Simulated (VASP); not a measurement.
# CuO in VASP: notebook, part 2 of 2

VASP 6.6.1. Earlier steps stand in the parts before.

### 4 Single point, PBE

This run uses another cell than the first one, of 11.85 Å³/atom, 0.940 times its volume.

File INCAR:

```
SYSTEM = CuO
PREC = Accurate ; ENCUT = 520
EDIFF = 1E-6 ; ISMEAR = -1
SIGMA = 0.05 ; LREAL = .FALSE.
LASPH = .TRUE. ; NELM = 60
ALGO = Normal ; ISIF = 2
LWAVE = .FALSE. ; LCHARG = .TRUE.
GGA = PE ; LELF = .TRUE.
LVHAR = .TRUE. ; NBANDS = 16
```

File KPOINTS:

```
regular mesh
0
G
  10 10 10
  0 0 0
```

File POSCAR:

```
CuO
1.0
    0.0000000000      2.2797444458      2.2797444458
    2.2797444458      0.0000000000      2.2797444458
    2.2797444458      2.2797444458      0.0000000000
Cu O
1 1
Direct
    0.0000000000      0.0000000000      0.0000000000
    0.2500000000      0.2500000000      0.2500000000
```

Potentials or basis: VASP PAW PBE potentials, release 64 (Cu, O).

Started as:

```bash
cat potpaw_PBE.64/Cu/POTCAR potpaw_PBE.64/O/POTCAR > POTCAR
mpirun -np 1 vasp_std > vasp.out
```

It took 11 s on 1 thread of Intel Xeon Platinum 8488C (Sapphire Rapids), shared host; peak memory 0.14 GiB.

Results (log left out):

- Free energy: -9.5633 eV
- Pressure: -2.4 GPa

Levels at points of the mesh, in eV from the Fermi level:
| k point | band 5 | band 6 | band 7 | band 8 | band 9 | band 10 | band 11 | band 12 | band 13 | band 14 |
| --- | --- | --- | --- | --- | --- | --- | --- | --- | --- | --- |
| (0.00, 0.00, 0.00) | -1.97 | -1.97 | 0.78 | 0.78 | 0.78 | 0.96 | 14.23 | 14.23 | 14.23 | 20.86 |
| (0.50, 0.00, 0.00) | -1.87 | -1.87 | -1.77 | -0.01 | -0.01 | 6.07 | 7.84 | 13.85 | 13.85 | 17.78 |
| (0.50, 0.50, 0.00) | -2.21 | -1.76 | -1.36 | -1.10 | -1.10 | 5.84 | 9.77 | 11.51 | 14.63 | 14.63 |

Caveat: an odd number of electrons without spin polarisation forces a metal; a magnetic or distorted state may lie lower; semilocal functionals often make such compounds metallic where correlation or magnetic order opens a gap, which also shifts bond lengths. With open d or f shells a metallic result of PBE can be an artefact of self-interaction; +U or a hybrid may open a gap.

### 5 Single point, PBE (atoms moved at random)

File INCAR:

```
PREC     = Accurate       # precision mode
ENCUT    = 520            # plane-wave cutoff, eV
EDIFF    = 1E-6           # SCF threshold, eV
ISMEAR   = -1             # smearing method
SIGMA    = 0.05           # smearing width, eV
LREAL    = False          # projectors in reciprocal space
LASPH    = True           # aspherical terms in the spheres
NELM     = 60             # most SCF steps
ALGO     = Normal         # electronic algorithm
ISIF     = 2              # what is computed and relaxed
LWAVE    = False          # write WAVECAR
LCHARG   = True           # write CHGCAR
GGA      = PE             # functional
LELF     = True           # ELF
LVHAR    = True         
NBANDS   = 16             # bands
```

File KPOINTS:

```
Automatic mesh
0
Gamma
  10 10 10
```

File POSCAR:

```
CuO
1.0
    0.0000000000      2.3272527300      2.3272527300
    2.3272527300      0.0000000000      2.3272527300
    2.3272527300      2.3272527300      0.0000000000
Cu O
1 1
Direct
    0.0031940000     -0.0004050000      0.0018920000
    0.2405220000      0.2396770000      0.2707110000
```

Potentials or basis: VASP PAW PBE potentials, release 64 (Cu, O).

Started as:

```bash
cat potpaw_PBE.64/Cu/POTCAR potpaw_PBE.64/O/POTCAR > POTCAR
mpirun -np 1 vasp_std > vasp.out
```

OUTCAR:

```text
PREC = Accurate
   ENCUT = 520
   EDIFF = 1E-6
   ISMEAR = -1
   LREAL = False
   LASPH = True
   NELM = 60
   ISIF = 2
   GGA = PE

 ion  position               nearest neighbor table
   1  0.003  1.000  0.002-   2 1.97   2 2.01   2 2.04   2 2.05
   2  0.241  0.240  0.271-   1 1.97   1 2.01   1 2.04   1 2.05

  LATTYP: Found a face centered cubic cell.
 ALAT       =     4.6545054600

  Lattice vectors:

 A1 = (   0.0000000000,   2.3272527300,   2.3272527300)
 A2 = (   2.3272527300,   0.0000000000,   2.3272527300)
 A3 = (   2.3272527300,   2.3272527300,   0.0000000000)

Analysis of symmetry for initial positions (statically):
=====================================================================
 Subroutine PRICEL returns:
 Original cell was already a primitive cell.

 Routine SETGRP: Setting up the symmetry group for a
 face centered cubic supercell.

 Subroutine GETGRP returns: Found  1 space group operations
 (whereof  1 operations were pure point group operations)
 out of a pool of 48 trial point group operations.

The static configuration has the point symmetry C_1 .

Analysis of symmetry for dynamics (positions and initial velocities):
=====================================================================
 Subroutine PRICEL returns:
 Original cell was already a primitive cell.

 Routine SETGRP: Setting up the symmetry group for a
 face centered cubic supercell.

 Subroutine GETGRP returns: Found  1 space group operations
 (whereof  1 operations were pure point group operations)
 out of a pool of 48 trial point group operations.

The dynamic configuration has the point symmetry C_1 .

 Subroutine INISYM returns: Found  1 space group operations
 (whereof  1 operations are pure point group operations),
 and found     1 'primitive' translations

----------------------------------------------------------------------------------------

                                     Primitive cell

  volume of cell :      25.2093

  direct lattice vectors                    reciprocal lattice vectors
     0.000000000  2.327252730  2.327252730    -0.214845596  0.214845596  0.214845596
     2.327252730  0.000000000  2.327252730     0.214845596 -0.214845596  0.214845596
     2.327252730  2.327252730  0.000000000     0.214845596  0.214845596 -0.214845596

  length of vectors
     3.291232374  3.291232374  3.291232374     0.372123488  0.372123488  0.372123488

  position of ions in fractional coordinates (direct lattice)
     0.003194000  0.999595000  0.001892000
     0.240522000  0.239677000  0.270711000

  ion indices of the primitive-cell ions
   primitive index   ion index
                 1           1
                 2           2

----------------------------------------------------------------------------------------

 KPOINTS: Automatic mesh

Automatic generation of k-mesh.
 Grid dimensions read from file:
 generate k-points for:   10   10   10

 Generating k-lattice:

  Cartesian coordinates                     Fractional coordinates (reciprocal lattice)
    -0.021484560  0.021484560  0.021484560     0.100000000  0.000000000  0.000000000
     0.021484560 -0.021484560  0.021484560     0.000000000  0.100000000  0.000000000
     0.021484560  0.021484560 -0.021484560     0.000000000  0.000000000  0.100000000

  Length of vectors
     0.037212349  0.037212349  0.037212349

  Shift w.r.t. Gamma in fractional coordinates (k-lattice)
     0.000000000  0.000000000  0.000000000

 Subroutine IBZKPT returns following result:
 ===========================================

 Found    504 irreducible k-points:

 Following reciprocal coordinates:
            Coordinates               Weight
  0.000000  0.000000  0.000000      1.000000
  0.100000  0.000000  0.000000      2.000000
  0.000000  0.100000  0.000000      2.000000
  0.000000  0.000000  0.100000      2.000000
  0.100000  0.100000  0.100000      2.000000
  0.200000  0.000000  0.000000      2.000000
[... 16 lines left out ...]
  0.000000  0.100000  0.100000      2.000000
  0.100000  0.000000  0.100000      2.000000
 [... further k-points ...]
   k-points           NKPTS =    504   k-points in BZ     NKDIM =    504   number of bands    NBANDS=     16
   number of dos      NEDOS =    301   number of ions     NIONS =      2
   total plane-waves  NPLWV =  13824
   dimension x,y,z NGX =    24 NGY =   24 NGZ =   24
   dimension x,y,z NGXF=    48 NGYF=   48 NGZF=   48
   ions per type =               1   1
   NGX,Y,Z   is equivalent  to a cutoff of  12.12, 12.12, 12.12 a.u.
   NGXF,Y,Z  is equivalent  to a cutoff of  24.25, 24.25, 24.25 a.u.
 SYSTEM =  unknown system
   PREC   = accura    normal or accurate (medium, high low for compatibility)
   ISTART =      0    job   : 0-new  1-cont  2-samecut
   ICHARG =      2    charge: 1-file 2-atom 10-const
   ISPIN  =      1    spin polarized calculation?
   LNONCOLLINEAR =      F non collinear calculations
   LSORBIT =      F    spin-orbit coupling
   LASPH  =      T    aspherical Exc in radial PAW
   ENCUT  =  520.0 eV  38.22 Ry    6.18 a.u.   6.12  6.12  6.12*2*pi/ulx,y,z
   NELM   =     60;   NELMIN=  2; NELMDL= -5     # of ELM steps
   EDIFF  = 0.1E-05   stopping-criterion for ELM
   LREAL  =      F    real-space projection
   EDIFFG = 0.1E-04   stopping-criterion for IOM
   NSW    =      0    number of steps for IOM
   IBRION =     -1    ionic relax: 0-MD 1-quasi-New 2-CG
   NFREE  =      0    steps in history (QN), initial steepest desc. (CG)
   ISIF   =      2    stress and relaxation
   ISYM   =      2    0-nonsym 1-usesym 2-fastsym
   POTIM  = 0.5000    time-step for ionic-motion
   TEBEG  =    0.0;   TEEND  =   0.0 temperature during run
   PSTRESS=    0.0 pullay stress
   NELECT =      17.0000    total number of electrons
   NUPDOWN=      -1.0000    fix difference up-down
   EMIN   =  10.00;   EMAX   =-10.00  energy-range for DOS
   EFERMI =   0.00;   METHOD = LEGACY
   ISMEAR =    -1;   SIGMA  =   0.05  broadening in eV -4-tet -1-fermi 0-gaus
   EFERMI_NEDOS =   21; number of points for ismear=-14 and -15
   IALGO  =     38    algorithm
   IMIX   =      4    mixing-type and parameters
     AMIX     =   0.40;   BMIX     =  1.00
     AMIX_MAG =   1.60;   BMIX_MAG =  1.00
  volume/ion in A,a.u.               =      12.60        85.06
  Fermi-wavevector in a.u.,A,eV,Ry     =   1.435614  2.712916 28.041426  2.060987
  Thomas-Fermi vector in A             =   2.554893
   LORBIT       =      0    0 simple, 1 ext, 2 COOP (PROOUT), +10 PAW based schemes
   GGA     = PE    functional components
   LHFCALC =     F    Hartree Fock is set to
   AEXX    =    0.0000 exact exchange contribution
   IVDW    =     0    specifies the selected vdW correction
   LEPSILON=     F    determine dielectric tensor
   LRPA    =     F    only Hartree local field effects (RPA)
 non-spin polarized calculation
  energy-cutoff  :      520.00
  volume of cell :       25.21
 maximum number of plane-waves:       700
   NGX = 13   NGY = 13   NGZ = 13

 number of electron      16.9999993 magnetization

 Free energy of the ion-electron system (eV)
  ---------------------------------------------------
  ext. energy  EPLUGINS =         0.00000000
  ---------------------------------------------------
  free energy    TOTEN  =        -9.50418156 eV

  energy without entropy =       -9.48144407  energy(sigma->0) =       -9.49281281

 E-fermi :   3.0657     XC(G=0): -10.5758

 val. band max:        3.0648704943   @ k =   0.3000  -0.1000  -0.2000
 cond. band min:       3.0658737188   @ k =   0.1000   0.3000   0.2000
 fundamental gap:      0.0010032245
 Fermi energy:         3.0657099113

 k-point     1 :       0.0000    0.0000    0.0000
  band No.  band energies     occupation
      1     -15.2079      2.00000
      2      -1.4423      2.00000
      3      -1.2781      2.00000
      4      -1.1676      2.00000
      5       1.2284      2.00000
      6       1.2323      2.00000
[... 8 lines left out ...]
     15      23.4016      0.00000
     16      23.4522      0.00000

 k-point     2 :       0.1000    0.0000    0.0000
  band No.  band energies     occupation
      1     -15.1597      2.00000
      2      -1.4356      2.00000
      3      -1.3393      2.00000
      4      -1.2172      2.00000
      5       1.2207      2.00000
      6       1.2275      2.00000
[... 8 lines left out ...]
     15      22.7166      0.00000
     16      22.7510      0.00000
[... 387 lines left out ...]
      5       1.1865      2.00000
      6       1.2493      2.00000
[... 8 lines left out ...]
     15      24.2414      0.00000
     16      24.2674      0.00000

 k-point    24 :       0.1000    0.0000    0.1000
  band No.  band energies     occupation
      1     -15.1429      2.00000
      2      -1.5482      2.00000
      3      -1.2522      2.00000
      4      -1.2017      2.00000
      5       1.1864      2.00000
      6       1.2495      2.00000
[... 8 lines left out ...]
     15      24.2464      0.00000
     16      24.2625      0.00000

 [... further k-points ...]
[... 5 lines left out ...]
  --------------------------------------------------------------------------------------
  -------------------------------------------------------------------------------------
  Total       -1.4146210     -1.4146609     -1.4182928      0.1029852     -0.0607859     -0.0585785
  in kB      -89.9062822    -89.9088197    -90.1396417      6.5452294     -3.8632473     -3.7229593
  external PRESSURE =     -89.9849145 kB  Pullay stress =       0.0000000 kB

 VOLUME and BASIS-vectors are now :
 -----------------------------------------------------------------------------
  energy-cutoff  :      520.00
  volume of cell :       25.21
      direct lattice vectors                 reciprocal lattice vectors
     0.000000000  2.327252730  2.327252730    -0.214845596  0.214845596  0.214845596
     2.327252730  0.000000000  2.327252730     0.214845596 -0.214845596  0.214845596
     2.327252730  2.327252730  0.000000000     0.214845596  0.214845596 -0.214845596

 POSITION                                       TOTAL-FORCE (eV/Angst)
 -----------------------------------------------------------------------------------
      2.33071      0.01184      2.33374         0.071398      0.062879     -0.139377
      1.18780      1.18977      1.11754        -0.071398     -0.062879      0.139377
 -----------------------------------------------------------------------------------
    total drift:                                0.000160      0.000596      0.000082

  FREE ENERGIE OF THE ION-ELECTRON SYSTEM (eV)
  ---------------------------------------------------
  free  energy   TOTEN  =        -9.5041815593 eV

  energy  without entropy=       -9.4814440699  energy(sigma->0) =       -9.49281281
```

Wall time 88 s (1 thread of Intel Xeon Platinum 8488C (Sapphire Rapids), shared host); peak memory 0.3 GiB.

Results:

```
Free energy   : -9.5042 eV
Pressure      : -9.0 GPa
Largest force : 0.169 eV/Å
```

Forces on the atoms (eV/Å):
```
Cu   0.071  0.063 -0.139
O   -0.071 -0.063  0.139
```

Caveat: the cell differs from its parent crystal (atoms moved at random); an odd number of electrons without spin polarisation forces a metal; a magnetic or distorted state may lie lower; semilocal functionals often make such compounds metallic where correlation or magnetic order opens a gap, which also shifts bond lengths.

### 6 The runs side by side

```csv
task,level,potentials or basis,cell,k mesh,cutoff (eV),gap on the mesh (eV),pressure (GPa),relaxed volume (Å³/atom)
relaxation of cell and atoms,PBEsol,"VASP PAW PBE potentials, release 64 (Cu, O)","relaxed from a = 3.291 Å, angles 60.0°, 2 atoms",8 × 8 × 8,600,none,0.0,11.05
relaxation of cell and atoms,LDA,"VASP PAW LDA potentials, release 64 (Cu, O)","relaxed from a = 3.291 Å, angles 60.0°, 2 atoms",8 × 8 × 8,600,none,0.0,10.62
single point,PBE,"VASP PAW PBE potentials, release 64 (Cu, O)","a = 3.224 Å, angles 60.0°, 2 atoms",10 × 10 × 10,520,none,-2.4,-
single point,PBE,"VASP PAW PBE potentials, release 64 (Cu, O)","a = 3.291 Å, angles 60.0°, 2 atoms",10 × 10 × 10,520,none,-9.0,-
```

Alike in all rows: no spin polarisation; smearing fermi-dirac 0.05 eV.

Caveats: an odd number of electrons without spin polarisation forces a metal; a magnetic or distorted state may lie lower; semilocal functionals often make such compounds metallic where correlation or magnetic order opens a gap, which also shifts bond lengths; the PAW data sets were made with another functional, which shifts forces and pressure a little (some runs); the volume moved by over 15 % at a fixed basis, so the end points are rough (some runs).

Total energies depend on the potentials used, so only differences within one code and one set of settings carry meaning.
